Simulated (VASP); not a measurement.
A run of VASP 6.6.1 is set up as follows.

File POSCAR:

```
Ge
1.0
    0.0000000000      2.7792665250      2.8287700000
    2.8782734750      0.0000000000      2.8287700000
    2.8782734750      2.7792665250      0.0000000000
Ge
2
Direct
    0.5000000000      0.5000000000      0.5000000000
    0.7500000000      0.7500000000      0.7500000000
```

File INCAR.step1:

```
ALGO = Normal ; EDIFF = 1E-4
ENCUT = 520 ; GGA = PE
ISMEAR = 0 ; LASPH = True
LCHARG = False ; LREAL = False
LWAVE = True ; NBANDS = 21
NELM = 60 ; PREC = Accurate
SIGMA = 0.05
```

INCAR.step2

```
ALGO = Normal ; EDIFF = 1E-6
ENCUT = 520 ; ISIF = 2
ISMEAR = 0 ; ISTART = 1
LASPH = True ; LCHARG = False
LMIXTAU = True ; LREAL = False
LWAVE = False ; METAGGA = R2SCAN
NBANDS = 21 ; NELM = 60
PREC = Accurate ; SIGMA = 0.05
```

File KPOINTS:

```
k-points
0
Gamma
  10 10 10
```

Potentials or basis: VASP PAW PBE potentials, release 64 (Ge_d).

Run with:

```bash
$ cat potpaw_PBE.64/Ge_d/POTCAR > POTCAR
$ cp INCAR.step1 INCAR
$ mpirun -np 1 vasp_std > vasp.out
$ cp INCAR.step2 INCAR
$ mpirun -np 1 vasp_std > vasp.out
```

Task: What does it give for the band gap on the k mesh?

Result: 0.26 eV, direct.

Task: Predict the pressure.

Result: 0.7 GPa.

Stress tensor (GPa, compression positive):
```
-0.75  0.00  0.00
 0.00  2.16  0.00
 0.00  0.00  0.81
```

Caveat: the cell differs from its parent crystal (strain +0.0175 x Voigt [1, -1, 0, 0, 0, 0]); the PAW data sets were made with another functional, which shifts forces and pressure a little. A k mesh can miss the band edges.
